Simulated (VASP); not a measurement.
## Al3H: single point with PBE

The system is Al3H.

```xyz
4
Lattice="3.6700 0.0000 0.0000 0.0000 3.6700 0.0000 0.0000 0.0000 3.6323" Properties=species:S:1:pos:R:3 pbc="T T T"
Al    0.0000    1.8350    1.8161
Al    1.8350    0.0000    1.8161
Al    1.8350    1.8350    0.0000
H     0.0000    0.0000    0.0000
```

```
Program                : VASP 6.6.1
Task                   : single point
Functional             : PBE
Potentials or basis    : VASP PAW PBE potentials, release 64 (Al, H)
Cutoff                 : 520 eV
k mesh                 : 6 × 6 × 6
Occupations            : gaussian, width 0.1 eV
Spin                   : no spin polarisation
Dipole correction      : no
Further INCAR settings : ALGO = Normal; EDIFF = 1e-06; NBANDS = 13
```

The pressure is 19.9 GPa and the band gap on the k mesh is zero (bands 5 and 6 overlap by 5.12 eV).

Stress tensor (GPa, compression positive):
```
19.96  0.00  0.00
 0.00 19.96  0.00
 0.00  0.00 19.80
```

Levels at points of the mesh, in eV from the Fermi level:
| k point | band 2 | band 3 | band 4 | band 5 | band 6 | band 7 | band 8 | band 9 |
| --- | --- | --- | --- | --- | --- | --- | --- | --- |
| (0.00, 0.00, 0.00) | -2.30 | -1.70 | -1.70 | -1.50 | 0.22 | 0.41 | 6.67 | 7.50 |
| (0.50, 0.00, 0.00) | -8.79 | 0.03 | 0.23 | 0.57 | 1.58 | 1.66 | 1.84 | 2.16 |
| (0.50, 0.50, 0.00) | -6.32 | -6.01 | -6.01 | 1.98 | 2.64 | 3.39 | 3.39 | 5.30 |
| (0.00, 0.00, 0.50) | -8.75 | 0.10 | 0.10 | 0.53 | 1.57 | 1.68 | 1.68 | 2.05 |
| (0.50, 0.00, 0.50) | -6.28 | -5.96 | -5.93 | 1.85 | 2.46 | 3.23 | 3.28 | 5.15 |
| (0.50, 0.50, 0.50) | -4.23 | -3.54 | -3.52 | -3.52 | -3.14 | -3.14 | -3.09 | 11.65 |

Run time: 7.9 s on 1 thread of Intel(R) Xeon(R) Platinum 8559C (Emerald Rapids), with other jobs on the host, peak memory 0.15 GiB.

Caveat: the cell stands under pressure.
